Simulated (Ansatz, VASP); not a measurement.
# PdRuC6N6 in VASP and in Ansatz

The input INCAR:

```
SYSTEM = PdRuC6N6
ALGO = Normal
EDIFF = 1E-6
ENCUT = 520
GGA = PE
ISIF = 2
ISMEAR = 0
LASPH = .True.
LCHARG = .True.
LELF = .True.
LREAL = .False.
LVHAR = .True.
LWAVE = .False.
NBANDS = 52
NELM = 100
PREC = Accurate
SIGMA = 0.1
```

The input KPOINTS:

```
k-points
0
Gamma
  2 2 2
  0 0 0
```

POSCAR

```
PdRuC6N6
1.0
    0.0000000000      5.1710034838      5.1710034838
    5.1710034838      0.0000000000      5.1710034838
    5.1710034838      5.1710034838      0.0000000000
Ru Pd C N
1 1 6 6
Direct
    0.5000000000      0.5000000000      0.5000000000
    0.0000000000      0.0000000000      0.0000000000
    0.8058509584      0.1941490416      0.1941490416
    0.1941490416      0.8058509584      0.1941490416
    0.1941490416      0.1941490416      0.8058509584
    0.1941490416      0.8058509584      0.8058509584
    0.8058509584      0.1941490416      0.8058509584
    0.8058509584      0.8058509584      0.1941490416
    0.6936026908      0.3063973092      0.3063973092
    0.3063973092      0.6936026908      0.3063973092
    0.3063973092      0.3063973092      0.6936026908
    0.3063973092      0.6936026908      0.6936026908
    0.6936026908      0.3063973092      0.6936026908
    0.6936026908      0.6936026908      0.3063973092
```

Input for Ansatz:

```yaml
crystal:
  lattice:
    - [0.0, 5.1710034838, 5.1710034838]
    - [5.1710034838, 0.0, 5.1710034838]
    - [5.1710034838, 5.1710034838, 0.0]
  atoms:
    - { symbol: Ru, position: [0.5, 0.5, 0.5] }
    - { symbol: Pd, position: [0.0, 0.0, 0.0] }
    - { symbol: C, position: [0.8058509584, 0.1941490416, 0.1941490416] }
    - { symbol: C, position: [0.1941490416, 0.8058509584, 0.1941490416] }
    - { symbol: C, position: [0.1941490416, 0.1941490416, 0.8058509584] }
    - { symbol: C, position: [0.1941490416, 0.8058509584, 0.8058509584] }
    - { symbol: C, position: [0.8058509584, 0.1941490416, 0.8058509584] }
    - { symbol: C, position: [0.8058509584, 0.8058509584, 0.1941490416] }
    - { symbol: "N", position: [0.6936026908, 0.3063973092, 0.3063973092] }
    - { symbol: "N", position: [0.3063973092, 0.6936026908, 0.3063973092] }
    - { symbol: "N", position: [0.3063973092, 0.3063973092, 0.6936026908] }
    - { symbol: "N", position: [0.3063973092, 0.6936026908, 0.6936026908] }
    - { symbol: "N", position: [0.6936026908, 0.3063973092, 0.6936026908] }
    - { symbol: "N", position: [0.6936026908, 0.6936026908, 0.3063973092] }
basis:
  ecutwfc: 420
kpoints:
  mp_grid: { grid: [2, 2, 2] }
hamiltonian:
  xc: pbe
scf:
  occupations: { method: gaussian, width: 0.1 }
  lower_state_search: "off"
output:
  forces: true
  stress: true
  eigenvalues: true
```

Alike in both runs: task single point; functional PBE; k mesh 2 × 2 × 2; occupations gaussian, width 0.1 eV; no spin polarisation.

|  | VASP | Ansatz |
| --- | --- | --- |
| version | VASP 6.6.1 | Ansatz 0.2.0 |
| potentials or method | VASP PAW PBE potentials, release 64 (Ru_pv, Pd, C, N), cutoff 520 eV | scalar-relativistic, plane waves, PAW |
| valence electrons in the cell | 78 | 88 |

Ansatz gave:

| Quantity | Value |
| --- | --- |
| gap on the k mesh at the Fermi level (eV) | 1.51 |
| least direct gap on the mesh (eV) | 1.52 |
| pressure (GPa) | 0.0 |
| rms of the force components (eV/Å) | 0.011 |

Q: Estimate VASP's values.

A: gap on the k mesh at the Fermi level (eV): 1.48; least direct gap on the mesh (eV): 1.50; pressure (GPa): 0.3; rms of the force components (eV/Å): 0.224.

Atom by atom the forces differ by 0.235 eV/Å (rms over components). One of these differences is far larger than is usual between the two programs; its cause wasn't traced. With one functional, cell and mesh, what is left measures potentials, basis and numerics. VASP's potentials hold 78 valence electrons a cell and Ansatz's 88, so a difference there can come from the potentials and not from the codes.

The k mesh is coarse, so the values compare programs but aren't converged. Noted on VASP's run: the standard files for N, O and F lose accuracy on very short bonds.
